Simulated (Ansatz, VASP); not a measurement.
Two plane-wave programs on GaN

```
Ga N
1.0
     0.00000    2.22757    2.22757
     2.22757    0.00000    2.22757
     2.22757    2.22757    0.00000
Ga N
1 1
Cartesian
  0.0000 0.0000 0.0000
  1.1138 1.1138 1.1138
```

Alike in both runs: functional LDA; k mesh 13 × 13 × 13; occupations fermi-dirac, width 0.02 eV; no spin polarisation.

Ansatz relaxed the structure, and its values are those at the end. VASP's run is a single point on that final structure, the one shown.

```csv
,VASP,Ansatz
version,VASP 6.6.1,Ansatz 0.2.0
potentials or method,"VASP PAW LDA potentials, release 64 (Ga_d, N)","PAW with Ansatz's default frozen-core files, scalar-relativistic"
plane-wave cutoff (eV),520,420
valence electrons in the cell,18,18
```

|  | VASP | Ansatz | Ansatz less VASP |
| --- | --- | --- | --- |
| pressure (GPa) | 1.2 | 0.0 | -1.12 |

LDA's correlation is that of Perdew and Zunger in VASP and of Perdew and Wang (1992) in Ansatz.
